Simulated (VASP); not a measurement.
# Tl (P6_3/mmc) in VASP: a series of runs, part 2 of 2

VASP 6.6.1.

### Step 3. Single point, PBE

The input, INCAR:

```
PREC     = Accurate       # precision mode
ENCUT    = 520            # plane-wave cutoff, eV
EDIFF    = 1E-7           # SCF threshold, eV
ISMEAR   = 0              # smearing method
SIGMA    = 0.1            # smearing width, eV
LREAL    = False          # projectors in reciprocal space
LASPH    = True           # aspherical terms in the spheres
NELM     = 100            # most SCF steps
ALGO     = Fast           # electronic algorithm
ISIF     = 2              # what is computed and relaxed
LWAVE    = False          # write WAVECAR
LCHARG   = False          # write CHGCAR
GGA      = PE             # functional
NBANDS   = 20             # bands
ISYM     = 0
```

The input, KPOINTS:

```
Automatic mesh
0
Gamma
  10 6 11
```

The input, POSCAR:

```
Tl
1.0
    3.6124297322      0.0000000000      0.0000000000
    0.0000000000      5.5652681212      0.0000000000
    1.8062148661      0.0000000000      3.1284559175
Tl
2
Direct
    0.3333333333      0.2500000000      0.3333333333
    0.6666666667      0.7500000000      0.6666666667
```

Potentials or basis: VASP PAW PBE potentials, release 64 (Tl_d).

Command:

```bash
> cat potpaw_PBE.64/Tl_d/POTCAR > POTCAR
> mpirun -np 1 vasp_std > vasp.out
```

OUTCAR:

```text
PREC = Accurate
   ENCUT = 520
   EDIFF = 1E-7
   ISMEAR = 0
   LREAL = False
   LASPH = True
   NELM = 100
   ISIF = 2
   GGA = PE
   ISYM = 0

 ion  position               nearest neighbor table
   1  0.333  0.250  0.333-   2 3.48   2 3.48   2 3.48   2 3.48   2 3.48   2 3.48
   2  0.667  0.750  0.667-   1 3.48   1 3.48   1 3.48   1 3.48   1 3.48   1 3.48

IMPORTANT INFORMATION: All symmetrisations will be switched off!
NOSYMM: (Re-)initialisation of all symmetry stuff for point group C_1.

----------------------------------------------------------------------------------------

                                     Primitive cell

  volume of cell :      62.8949

  direct lattice vectors                    reciprocal lattice vectors
     3.612429732  0.000000000  0.000000000     0.276821994  0.000000000 -0.159823252
     0.000000000  5.565268121  0.000000000     0.000000000  0.179685862  0.000000000
     1.806214866  0.000000000  3.128455918     0.000000000  0.000000000  0.319646505

  length of vectors
     3.612429732  5.565268121  3.612429732     0.319646505  0.179685862  0.319646505

  position of ions in fractional coordinates (direct lattice)
     0.333333333  0.250000000  0.333333333
     0.666666667  0.750000000  0.666666667

  ion indices of the primitive-cell ions
   primitive index   ion index
                 1           1
                 2           2

----------------------------------------------------------------------------------------

 KPOINTS: Automatic mesh

Automatic generation of k-mesh.
 Grid dimensions read from file:
 generate k-points for:   10    6   11

 Generating k-lattice:

  Cartesian coordinates                     Fractional coordinates (reciprocal lattice)
     0.027682199  0.000000000 -0.015982325     0.100000000  0.000000000  0.000000000
     0.000000000  0.029947644  0.000000000     0.000000000  0.166666667  0.000000000
     0.000000000  0.000000000  0.029058773     0.000000000  0.000000000  0.090909091

  Length of vectors
     0.031964650  0.029947644  0.029058773

  Shift w.r.t. Gamma in fractional coordinates (k-lattice)
     0.000000000  0.000000000  0.000000000

 -----------------------------------------------------------------------------
|                                                                             |
|           W    W    AA    RRRRR   N    N  II  N    N   GGGG   !!!           |
|           W    W   A  A   R    R  NN   N  II  NN   N  G    G  !!!           |
|           W    W  A    A  R    R  N N  N  II  N N  N  G       !!!           |
|           W WW W  AAAAAA  RRRRR   N  N N  II  N  N N  G  GGG   !            |
|           WW  WW  A    A  R   R   N   NN  II  N   NN  G    G                |
|           W    W  A    A  R    R  N    N  II  N    N   GGGG   !!!           |
|                                                                             |
|     Your reciprocal lattice and k-lattice belong to different lattice       |
|     classes:                                                                |
|                                                                             |
|        The reciprocal lattice is hexagonal,                                 |
|        whereas your k-lattice is simple monoclinic.                         |
|                                                                             |
|     Results are often still useful ...                                      |
|                                                                             |
 -----------------------------------------------------------------------------

 WARNING: IBZKPT: internal override: KBLOWUP is changed to .FALSE.
      ... skipping the blow-up phase ...

 Subroutine IBZKPT returns following result:
 ===========================================

 Found    332 irreducible k-points:

 Following reciprocal coordinates:
            Coordinates               Weight
  0.000000  0.000000  0.000000      1.000000
  0.100000  0.000000  0.000000      2.000000
  0.200000  0.000000  0.000000      2.000000
  0.300000  0.000000 -0.000000      2.000000
  0.400000  0.000000 -0.000000      2.000000
  0.500000  0.000000  0.000000      1.000000
[... 16 lines left out ...]
 -0.400000  0.333333  0.000000      2.000000
 -0.300000  0.333333  0.000000      2.000000
 [... further k-points ...]
   k-points           NKPTS =    332   k-points in BZ     NKDIM =    332   number of bands    NBANDS=     20
   number of dos      NEDOS =    301   number of ions     NIONS =      2
   total plane-waves  NPLWV =  32928
   dimension x,y,z NGX =    28 NGY =   42 NGZ =   28
   dimension x,y,z NGXF=    56 NGYF=   84 NGZF=   56
   ions per type =               2
   NGX,Y,Z   is equivalent  to a cutoff of  12.89, 12.55, 12.89 a.u.
   NGXF,Y,Z  is equivalent  to a cutoff of  25.77, 25.09, 25.77 a.u.
 SYSTEM =  unknown system
   PREC   = accura    normal or accurate (medium, high low for compatibility)
   ISTART =      0    job   : 0-new  1-cont  2-samecut
   ICHARG =      2    charge: 1-file 2-atom 10-const
   ISPIN  =      1    spin polarized calculation?
   LNONCOLLINEAR =      F non collinear calculations
   LSORBIT =      F    spin-orbit coupling
   LASPH  =      T    aspherical Exc in radial PAW
   ENCUT  =  520.0 eV  38.22 Ry    6.18 a.u.   6.72 10.35  6.72*2*pi/ulx,y,z
   NELM   =    100;   NELMIN=  2; NELMDL= -5     # of ELM steps
   EDIFF  = 0.1E-06   stopping-criterion for ELM
   LREAL  =      F    real-space projection
   EDIFFG = 0.1E-05   stopping-criterion for IOM
   NSW    =      0    number of steps for IOM
   IBRION =     -1    ionic relax: 0-MD 1-quasi-New 2-CG
   NFREE  =      0    steps in history (QN), initial steepest desc. (CG)
   ISIF   =      2    stress and relaxation
   ISYM   =      0    0-nonsym 1-usesym 2-fastsym
   POTIM  = 0.5000    time-step for ionic-motion
   TEBEG  =    0.0;   TEEND  =   0.0 temperature during run
   PSTRESS=    0.0 pullay stress
   NELECT =      26.0000    total number of electrons
   NUPDOWN=      -1.0000    fix difference up-down
   EMIN   =  10.00;   EMAX   =-10.00  energy-range for DOS
   EFERMI =   0.00;   METHOD = LEGACY
   ISMEAR =     0;   SIGMA  =   0.10  broadening in eV -4-tet -1-fermi 0-gaus
   EFERMI_NEDOS =   21; number of points for ismear=-14 and -15
   IALGO  =     68    algorithm
   IMIX   =      4    mixing-type and parameters
     AMIX     =   0.40;   BMIX     =  1.00
     AMIX_MAG =   1.60;   BMIX_MAG =  1.00
  volume/ion in A,a.u.               =      31.45       212.22
  Fermi-wavevector in a.u.,A,eV,Ry     =   1.219535  2.304586 20.235461  1.487264
  Thomas-Fermi vector in A             =   2.354783
   LORBIT       =      0    0 simple, 1 ext, 2 COOP (PROOUT), +10 PAW based schemes
   GGA     = PE    functional components
   LHFCALC =     F    Hartree Fock is set to
   AEXX    =    0.0000 exact exchange contribution
   IVDW    =     0    specifies the selected vdW correction
   LEPSILON=     F    determine dielectric tensor
   LRPA    =     F    only Hartree local field effects (RPA)
 non-spin polarized calculation
 RMM-DIIS sequential band-by-band and
 Gauss-broadening in eV      SIGMA  =   0.10
  energy-cutoff  :      520.00
  volume of cell :       62.89
 maximum number of plane-waves:      1725
   NGX = 13   NGY = 21   NGZ = 13

 number of electron      26.0000006 magnetization

 Free energy of the ion-electron system (eV)
  ---------------------------------------------------
  ext. energy  EPLUGINS =         0.00000000
  ---------------------------------------------------
  free energy    TOTEN  =        -4.46148661 eV

  energy without entropy =       -4.45712399  energy(sigma->0) =       -4.45930530

 E-fermi :   5.6131     XC(G=0):  -9.7209

 val. band max:        5.6106770872   @ k =   0.5000   0.3333   0.1818
 cond. band min:       5.6140591027   @ k =   0.1000  -0.3333   0.4545
 fundamental gap:      0.0033820154
 Fermi energy:         5.6130708860

 k-point     1 :       0.0000    0.0000    0.0000
  band No.  band energies     occupation
      1      -6.0008      2.00000
      2      -5.8342      2.00000
      3      -5.8341      2.00000
      4      -5.8133      2.00000
      5      -5.7887      2.00000
      6      -5.7886      2.00000
[... 12 lines left out ...]
     19      15.4747      0.00000
[... 513 lines left out ...]
      4      -5.8005      2.00000
      5      -5.7941      2.00000
      6      -5.6509      2.00000
[... 12 lines left out ...]
     19      13.7355      0.00000
     20      14.8010      0.00000

 [... further k-points ...]

------------------------ aborting loop because EDIFF is reached ----------------------------------------

  FORCE on cell =-STRESS in cart. coord.  units (eV):
  Direction    XX          YY          ZZ          XY          YZ          ZX
  --------------------------------------------------------------------------------------
  -------------------------------------------------------------------------------------
  Total       -0.1716140      0.1906569     -0.0190780      0.0000001      0.0000001      0.0105820
  in kB       -4.3716739      4.8567705     -0.4859899      0.0000016      0.0000026      0.2695648
  external PRESSURE =      -0.0002978 kB  Pullay stress =       0.0000000 kB

 VOLUME and BASIS-vectors are now :
 -----------------------------------------------------------------------------
  energy-cutoff  :      520.00
  volume of cell :       62.89
      direct lattice vectors                 reciprocal lattice vectors
     3.612429732  0.000000000  0.000000000     0.276821994  0.000000000 -0.159823252
     0.000000000  5.565268121  0.000000000     0.000000000  0.179685862  0.000000000
     1.806214866  0.000000000  3.128455918     0.000000000  0.000000000  0.319646505

 POSITION                                       TOTAL-FORCE (eV/Angst)
 -----------------------------------------------------------------------------------
      1.80621      1.39132      1.04282         0.006113     -0.000001     -0.005073
      3.61243      4.17395      2.08564        -0.006113      0.000001      0.005073
 -----------------------------------------------------------------------------------
    total drift:                               -0.000000     -0.000000      0.000001

  FREE ENERGIE OF THE ION-ELECTRON SYSTEM (eV)
  ---------------------------------------------------
  free  energy   TOTEN  =        -4.4614866088 eV

  energy  without entropy=       -4.4571239932  energy(sigma->0) =       -4.45930530
```

It took 3.6 min on 1 thread of Oxide Virtual Turin-like, shared host; peak memory 0.4 GiB.

What came out:

| Property | Result |
| --- | --- |
| Free energy | -4.4615 eV |
| Pressure | 0.0 GPa |
| Largest force | 0.008 eV/Å |
| Band gap on the k mesh | zero (band 13 reaches 9.17 eV, above the bottom of band 14 at 3.65 eV) |

Forces on the atoms (eV/Å):
```
Tl   0.006  0.000 -0.005
Tl  -0.006  0.000  0.005
```

Stress tensor (GPa, compression positive):
```
-0.44  0.00  0.03
 0.00  0.49  0.00
 0.03  0.00 -0.05
```

Caveat: spin-orbit coupling is left out, which moves the levels of the heavy elements.

### Step 4. Relaxation of cell and atoms, PBE

This run uses another cell than the first one, of 28.68 Å³/atom, 0.912 times its volume.

The input, INCAR:

```
SYSTEM = Tl
ALGO = Fast ; EDIFF = 1E-7
EDIFFG = -0.005 ; ENCUT = 600
GGA = PE ; IBRION = 2
ISIF = 3 ; ISMEAR = 0
LASPH = .True. ; LCHARG = .False.
LREAL = .False. ; LWAVE = .False.
NELM = 60 ; NSW = 100
PREC = Accurate ; SIGMA = 0.1
```

The input, KPOINTS:

```
k-points
0
Gamma
  15 15 8
  0 0 0
```

The input, POSCAR:

```
Tl
1.0
    3.4600006282      0.0000000000      0.0000000000
   -1.7300003141      2.9964484412      0.0000000000
    0.0000000000      0.0000000000      5.5325410045
Tl
2
Direct
    0.3333333333      0.6666666667      0.7500000000
    0.6666666667      0.3333333333      0.2500000000
```

Command:

```bash
> cat potpaw_PBE.64/Tl_d/POTCAR > POTCAR
> mpirun -np 1 vasp_std > vasp.out
```

Wall time 13 min (1 thread of Oxide Virtual Turin-like, shared host); peak memory 0.27 GiB.

It converged, with:

| Quantity | Value |
| --- | --- |
| Free energy | -4.4530 eV |
| Relaxed volume | 31.38 Å³/atom |
| Relaxed cell | a = 3.608 Å, b = 3.608 Å, c = 5.566 Å, α = 90.00°, β = 90.00°, γ = 120.00° |
| Space group after relaxing (to 0.05 Å) | P6_3/mmc (No. 194) |
| Energy gained by relaxing | 24.1 meV/atom |
| Ionic steps | 12 |
| Pressure after relaxing | 0.0 GPa |
| Band gap on the k mesh | zero (band 13 reaches 9.17 eV, above the bottom of band 14 at 3.73 eV) |

The path:
| step | energy change (eV) | largest force (eV/Å) | pressure (GPa) | volume (Å³) |
| --- | --- | --- | --- | --- |
| 1 | 0.0000 | 0.0000 | 3.04 | 57.36 |
| 2 | -0.0454 | 0.0000 | 0.29 | 62.00 |
| 3 | -0.0461 | 0.0000 | -0.02 | 62.72 |
| 4 | -0.0461 | 0.0000 | 0.02 | 62.61 |
| 5 | -0.0466 | 0.0000 | 0.02 | 62.62 |
| 6 | -0.0478 | 0.0000 | 0.04 | 62.65 |
| 7 | -0.0477 | 0.0000 | 0.05 | 62.69 |
| 8 | -0.0482 | 0.0000 | 0.04 | 62.67 |
| 9 | -0.0482 | 0.0000 | 0.04 | 62.67 |
| 10 | -0.0482 | 0.0000 | 0.04 | 62.67 |
| 11 | -0.0482 | 0.0000 | -0.03 | 62.83 |
| 12 | -0.0482 | 0.0000 | 0.01 | 62.76 |

Final structure:
```yaml
crystal:
  lattice:
    - [3.60833, 0.00000, 0.00000]
    - [-1.80416, 3.12490, 0.00000]
    - [0.00000, 0.00000, 5.56615]
  atoms:
    - { symbol: Tl, position: [0.33333, 0.66667, 0.75000] }
    - { symbol: Tl, position: [0.66667, 0.33333, 0.25000] }
```

Levels at points of the mesh, in eV from the Fermi level:
| k point | band 10 | band 11 | band 12 | band 13 | band 14 | band 15 | band 16 | band 17 |
| --- | --- | --- | --- | --- | --- | --- | --- | --- |
| (0.00, 0.00, 0.00) | -11.12 | -9.47 | -4.86 | -2.38 | 6.95 | 6.95 | 8.94 | 8.94 |
| (0.00, 0.00, 0.50) | -11.21 | -8.11 | -8.11 | 3.49 | 3.49 | 7.91 | 7.91 | 7.91 |

Caveat: spin-orbit coupling is left out, which moves the levels of the heavy elements.

### Step 5. Relaxation of cell and atoms, PBE

The input, INCAR:

```
SYSTEM = Tl
  PREC = Accurate
  ENCUT = 600
  EDIFF = 1E-6
  ISMEAR = 0
  SIGMA = 0.1
  LREAL = .FALSE.
  LASPH = .TRUE.
  NELM = 80
  ALGO = Fast
  ISIF = 3
  LWAVE = .FALSE.
  LCHARG = .FALSE.
  GGA = PE
  IBRION = 2
  NSW = 100
  EDIFFG = -0.005
```

The input, KPOINTS:

```
Automatic mesh
0
G
  15 15 8
  0 0 0
```

The input, POSCAR:

```
Tl
1.0
    3.6124297322      0.0000000000      0.0000000000
   -1.8062148661      3.1284559175      0.0000000000
    0.0000000000      0.0000000000      5.5652681212
Tl
2
Direct
    0.3333333333      0.6666666667      0.7500000000
    0.6666666667      0.3333333333      0.2500000000
```

Potentials or basis: VASP PAW PBE potentials, release 64 (Tl_d).

Command:

```bash
> cat potpaw_PBE.64/Tl_d/POTCAR > POTCAR
> mpirun -np 1 vasp_std > vasp.out
```

OUTCAR:

```text
SYSTEM = Tl
   PREC = Accurate
   ENCUT = 600
   EDIFF = 1E-6
   ISMEAR = 0
   LREAL = .FALSE.
   LASPH = .TRUE.
   NELM = 80
   ISIF = 3
   GGA = PE
   IBRION = 2
   NSW = 100
   EDIFFG = -0.005

 ion  position               nearest neighbor table
   1  0.333  0.667  0.750-   2 3.48   2 3.48   2 3.48   2 3.48   2 3.48   2 3.48
   2  0.667  0.333  0.250-   1 3.48   1 3.48   1 3.48   1 3.48   1 3.48   1 3.48

  LATTYP: Found a hexagonal cell.
 ALAT       =     3.6124297322
 C/A-ratio  =     1.5405886159

[... 703 lines left out ...]
      4      -5.8380      2.00000
      5      -5.7120      2.00000
      6      -5.6528      2.00000
[... 9 lines left out ...]
     16       7.5864      0.00000
     17       9.2873      0.00000

 [... further k-points ...]
[... 5 lines left out ...]
  --------------------------------------------------------------------------------------
  -------------------------------------------------------------------------------------
  Total        0.0035803      0.0035803      0.0075388      0.0000000     -0.0000000      0.0000000
  in kB        0.0912977      0.0912977      0.1922388      0.0000000     -0.0000000      0.0000000
  external PRESSURE =       0.1249448 kB  Pullay stress =       0.0000000 kB

 VOLUME and BASIS-vectors are now :
 -----------------------------------------------------------------------------
  energy-cutoff  :      600.00
  volume of cell :       62.83
      direct lattice vectors                 reciprocal lattice vectors
     3.611077580  0.000000000  0.000000000     0.276925648  0.159883098 -0.000000000
    -1.805538790  3.127284919  0.000000000     0.000000000  0.319766195 -0.000000000
     0.000000000  0.000000000  5.563718390     0.000000000 -0.000000000  0.179735912

 POSITION                                       TOTAL-FORCE (eV/Angst)
 -----------------------------------------------------------------------------------
     -0.00000      2.08486      4.17279         0.000000     -0.000000      0.000000
      1.80554      1.04243      1.39093        -0.000000      0.000000      0.000000
 -----------------------------------------------------------------------------------
    total drift:                                0.000000     -0.000000      0.000000

  FREE ENERGIE OF THE ION-ELECTRON SYSTEM (eV)
  ---------------------------------------------------
  free  energy   TOTEN  =        -4.4545662509 eV

  energy  without entropy=       -4.4510790213  energy(sigma->0) =       -4.45282264

 reached required accuracy - stopping structural energy minimisation
```

CONTCAR:

```text
Tl
   1.00000000000000
     3.6110775797147494    0.0000000000000000    0.0000000000000000
    -1.8055387898573747    3.1272849190979510    0.0000000000000000
     0.0000000000000000    0.0000000000000000    5.5637183901860636
  Tl
     2
Direct
     0.3333333332999970    0.6666666667000030    0.7500000000000000
     0.6666666667000030    0.3333333332999970    0.2500000000000000

  0.00000000E+00  0.00000000E+00  0.00000000E+00
  0.00000000E+00  0.00000000E+00  0.00000000E+00
```

Run time: 2.6 min. Hardware: 1 thread of Oxide Virtual Turin-like, shared host; peak memory 0.28 GiB.

What came out:

```yaml
Free_energy: -4.4546 eV
Relaxed_volume: 31.42 Å³/atom
Relaxed_cell: a = 3.611 Å, b = 3.611 Å, c = 5.564 Å, α = 90.00°, β = 90.00°, γ = 120.00°
Space_group_after_relaxing_to_0.05_Å: P6_3/mmc (No. 194)
Energy_gained_by_relaxing: 0.0 meV/atom
Ionic_steps: 2
Pressure_after_relaxing: 0.0 GPa
Band_gap_on_the_k_mesh: zero (band 13 reaches 9.17 eV, above the bottom of band 14 at 3.72 eV)
```

Final structure:
```yaml
crystal:
  lattice:
    - [3.61108, 0.00000, 0.00000]
    - [-1.80554, 3.12728, 0.00000]
    - [0.00000, 0.00000, 5.56372]
  atoms:
    - { symbol: Tl, position: [0.33333, 0.66667, 0.75000] }
    - { symbol: Tl, position: [0.66667, 0.33333, 0.25000] }
```

Caveat: spin-orbit coupling is left out, which moves the levels of the heavy elements.

### Step 6. Overview

| task | cell | k mesh | cutoff (eV) | gap on the mesh (eV) | pressure (GPa) | relaxed volume (Å³/atom) |
| --- | --- | --- | --- | --- | --- | --- |
| single point | a = 3.612, b = 3.612, c = 5.565 Å, angles 90.0, 90.0, 120.0°, 2 atoms | 15 × 15 × 8 | 520 | none | -0.1 | - |
| single point | a = 3.612, b = 5.565 Å, angles 90.0, 60.0, 90.0°, 2 atoms | 10 × 6 × 11 | 520 | none | 0.0 | - |
| relaxation of cell and atoms | relaxed from a = 3.460, b = 3.460, c = 5.533 Å, angles 90.0, 90.0, 120.0°, 2 atoms | 15 × 15 × 8 | 600 | none | 0.0 | 31.38 |
| relaxation of cell and atoms | relaxed from a = 3.612, b = 3.612, c = 5.565 Å, angles 90.0, 90.0, 120.0°, 2 atoms | 15 × 15 × 8 | 600 | none | 0.0 | 31.42 |

Alike in all rows: level PBE; potentials or basis VASP PAW PBE potentials, release 64 (Tl_d); no spin polarisation; smearing gaussian 0.1 eV.

Caveats: spin-orbit coupling is left out, which moves the levels of the heavy elements.

Total energies depend on the potentials used, so only differences within one code and one set of settings carry meaning.
